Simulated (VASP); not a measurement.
Set up this calculation in VASP 6.6.1, as the native input.

- Task: single point
- Functional: PBEsol
- Potentials or basis: VASP PAW PBE potentials, release 64 (Cd, Se)
- Cutoff: 500 eV
- k mesh: 6 × 6 × 6
- Occupations: fermi-dirac, width 0.02 eV
- Spin: no spin polarisation
- Dipole correction: no
- Further INCAR settings: ALGO = Normal; EDIFF = 1e-06; NBANDS = 16

The structure of CdSe lies in POSCAR:

```
CdSe
1.0
    0.0000000000      2.8546691101      2.8546691101
    2.8546691101      0.0000000000      2.8546691101
    2.8546691101      2.8546691101      0.0000000000
Cd Se
1 1
Direct
    0.0000000000      0.0000000000      0.0000000000
    0.5000000000      0.5000000000      0.5000000000
```

One way to write it, as run:

INCAR

```
SYSTEM = CdSe
PREC = Accurate ; ENCUT = 500
EDIFF = 1E-6 ; ISMEAR = -1
SIGMA = 0.02 ; LREAL = .False.
LASPH = .True. ; NELM = 120
ALGO = Normal ; ISIF = 2
LWAVE = .False. ; LCHARG = .False.
GGA = PS ; NBANDS = 16
GGA_COMPAT = .False.
```

KPOINTS

```
Automatic mesh
0
Gamma
  6 6 6
  0 0 0
```

Potentials or basis: VASP PAW PBE potentials, release 64 (Cd, Se).

Run with:

```bash
$ cat potpaw_PBE.64/Cd/POTCAR potpaw_PBE.64/Se/POTCAR > POTCAR
$ mpirun -np 1 vasp_std > vasp.out
```

Results of the run:

The pressure is -2.4 GPa. The band gap on the k mesh is zero (band 9 reaches 2.27 eV, above the bottom of band 10 at 1.77 eV).

Caveat: the PAW data sets were made with another functional, which shifts forces and pressure a little.

Run time: 24 s on 1 thread of Intel Xeon 8259CL (shared host), peak memory 0.17 GiB.
